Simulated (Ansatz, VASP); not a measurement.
**InAs in VASP and in Ansatz**

```
In As
1.0
     0.00000    3.05423    3.05423
     3.05423    0.00000    3.05423
     3.05423    3.05423    0.00000
In As
1 1
Direct
  0.00000 0.00000 0.00000
  0.25000 0.25000 0.25000
```

Alike in both runs: functional r2SCAN; k mesh 10 × 10 × 10; occupations gaussian, width 0.01 eV; no spin polarisation.

Ansatz relaxed the structure, and its values are those at the end. VASP's run is a single point on that final structure, the one shown.

|  | VASP | Ansatz |
| --- | --- | --- |
| version | VASP 6.6.1 | Ansatz 0.2.0 |
| potentials or method | VASP PAW PBE potentials, release 64 (In_d, As), cutoff 520 eV | scalar-relativistic, plane waves, PAW |
| valence electrons in the cell | 18 | 28 |

|  | VASP | Ansatz | Ansatz less VASP |
| --- | --- | --- | --- |
| gap on the k mesh at the Fermi level (eV) | 0.08 | 0.08 | +0.002 |
| least direct gap on the mesh (eV) | 0.08 | 0.08 | +0.002 |
| pressure (GPa) | 0.0 | 0.0 | 0.00 |

VASP's potentials were made for PBE, not for r2SCAN. With one functional, cell and mesh, what is left measures potentials, basis and numerics. VASP's potentials hold 18 valence electrons a cell and Ansatz's 28, so a difference there can come from the potentials and not from the codes.
